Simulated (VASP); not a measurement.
Input of a VASP 6.6.1 run:

File INCAR:

```
PREC = Accurate ; ENCUT = 520
EDIFF = 1E-6 ; ISMEAR = -1
SIGMA = 0.05 ; LREAL = False
LASPH = True ; NELM = 100
ALGO = Normal ; ISIF = 2
LWAVE = False ; LCHARG = True
GGA = PE ; LELF = True
LVHAR = True ; NBANDS = 9
```

Contents of KPOINTS:

```
Automatic mesh
0
Gamma
  15 15 15
```

Contents of POSCAR:

```
Se
1.0
    0.0000000000      2.0452587534      2.0452587534
    2.0452587534      0.0000000000      2.0452587534
    2.0452587534      2.0452587534      0.0000000000
Se
1
Direct
    0.0000000000      0.0000000000      0.0000000000
```

Potentials or basis: VASP PAW PBE potentials, release 64 (Se).

The run is started by

```sh
$ cat potpaw_PBE.64/Se/POTCAR > POTCAR
$ mpirun -np 1 vasp_std > vasp.out
```

Problem. What does it give for the band gap on the k mesh?

Solution. Zero (bands 3 and 4 overlap by 6.71 eV).

Problem. Estimate the pressure.

Solution. 18.2 GPa.

Caveat: the cell stands under pressure.
